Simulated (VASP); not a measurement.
Here is a VASP 6.6.1 calculation.

POSCAR

```
Ge
1.0
    3.8534218917      0.0000000000      0.0000000000
   -1.9267109458      3.3371612497      0.0000000000
    0.0000000000      0.0000000000      6.3688625111
Ge
4
Direct
    0.6666666667      0.3333333333      0.0633354878
    0.3333333333      0.6666666667      0.5633354878
    0.6666666667      0.3333333333      0.4366645122
    0.3333333333      0.6666666667      0.9366645122
```

File INCAR.step1:

```
  ALGO = Normal
  EDIFF = 1E-4
  ENCUT = 520
  GGA = PE
  ISMEAR = -1
  LASPH = True
  LCHARG = False
  LREAL = False
  LWAVE = True
  NBANDS = 36
  NELM = 100
  PREC = Accurate
  SIGMA = 0.1
```

File INCAR.step2:

```
  ALGO = Normal
  EDIFF = 1E-7
  ENCUT = 520
  ISIF = 2
  ISMEAR = -1
  ISTART = 1
  LASPH = True
  LCHARG = False
  LMIXTAU = True
  LREAL = False
  LWAVE = False
  METAGGA = R2SCAN
  NBANDS = 36
  NELM = 100
  PREC = Accurate
  SIGMA = 0.1
```

Contents of KPOINTS:

```
k-points
0
Gamma
  6 6 3
```

Potentials or basis: VASP PAW PBE potentials, release 64 (Ge_d).

Run with:

```bash
$ cat potpaw_PBE.64/Ge_d/POTCAR > POTCAR
$ cp INCAR.step1 INCAR
$ mpirun -np 1 vasp_std > vasp.out
$ cp INCAR.step2 INCAR
$ mpirun -np 1 vasp_std > vasp.out
```

Q: What does it give for the pressure?

A: 10.1 GPa.

Q: Estimate the largest force.

A: 0.011 eV/Å.

Forces on the atoms (eV/Å):
```
Ge   0.000  0.000  0.011
Ge   0.000  0.000  0.011
Ge   0.000  0.000 -0.011
Ge   0.000  0.000 -0.011
```

Caveat: the cell stands under pressure; the PAW data sets were made with another functional, which shifts forces and pressure a little.
